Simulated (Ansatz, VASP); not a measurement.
## Two plane-wave programs on SnPbO2

```
Sn Pb O
1.0
     3.88624    0.00000    0.00000
     0.00000    3.88624    0.00000
     0.00000    0.00000    5.11085
Sn Pb O
1 1 2
Direct
  0.50000 0.50000 0.22597
  0.00000 0.00000 0.77403
  0.50000 0.00000 0.00000
  0.00000 0.50000 0.00000
```

Alike in both runs: task relaxation of cell and atoms; functional PBE; k mesh 4 × 4 × 4; occupations gaussian, width 0.1 eV; no spin polarisation.

```csv
,VASP,Ansatz
version,VASP 6.6.1,Ansatz 0.2.0
potentials or method,"VASP PAW PBE potentials, release 64 (Sn_d, Pb_d, O), cutoff 600 eV","scalar-relativistic, plane waves, PAW"
valence electrons in the cell,40,40
```

VASP gave:

* gap on the k mesh at the Fermi level, each at its own relaxed structure (eV): 1.04
* relaxed volume (Å³/atom): 20.19
* relaxed length of the cell vector where the two differ most in proportion (Å): 5.176

Problem. What did Ansatz give for the same quantities?

Solution. gap on the k mesh at the Fermi level, each at its own relaxed structure (eV): 1.04; relaxed volume (Å³/atom): 20.19; relaxed length of the cell vector where the two differ most in proportion (Å): 5.191.

Neither program's run includes spin-orbit coupling.
